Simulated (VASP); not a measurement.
Here is a VASP 6.6.1 calculation.

Contents of INCAR:

```
ALGO = Normal ; EDIFF = 1E-6
ENCUT = 520 ; GGA = CA
ISIF = 2 ; ISMEAR = 0
ISPIN = 2 ; LASPH = T
LCHARG = F ; LDAU = T
LDAUJ = 0 ; LDAUL = 3
LDAUPRINT = 1 ; LDAUTYPE = 2
LDAUU = 6 ; LMAXMIX = 6
LORBIT = 11 ; LREAL = F
LWAVE = F ; MAGMOM = 0.5 0.5
NBANDS = 29 ; NELM = 150
PREC = Accurate ; SIGMA = 0.05
```

File KPOINTS:

```
k-points
0
Gamma
  10 10 6
```

POSCAR

```
Gd
1.0
    3.6399995402      0.0000000000      0.0000000000
   -1.8199997701      3.1523320716      0.0000000000
    0.0000000000      0.0000000000      5.7803192698
Gd
2
Direct
    0.3333333333      0.6666666667      0.7500000000
    0.6666666667      0.3333333333      0.2500000000
```

Potentials or basis: VASP PAW PBE potentials, release 64 (Gd).

Command:

```sh
$ cat potpaw_PBE.64/Gd/POTCAR > POTCAR
$ mpirun -np 1 vasp_std > vasp.out
```

Predict the net moment.

15.47 μB per cell.

What does it give for the pressure?

-3.4 GPa.

Predict the site moments.

Gd +7.12 μB.

Stress tensor (GPa, compression positive):
```
-3.50  0.00  0.00
 0.00 -3.50  0.00
 0.00  0.00 -3.29
```

Caveat: the cell stands under tension; the PAW data sets were made with another functional, which shifts forces and pressure a little. The state reached can hang on the start; a lower one may exist.
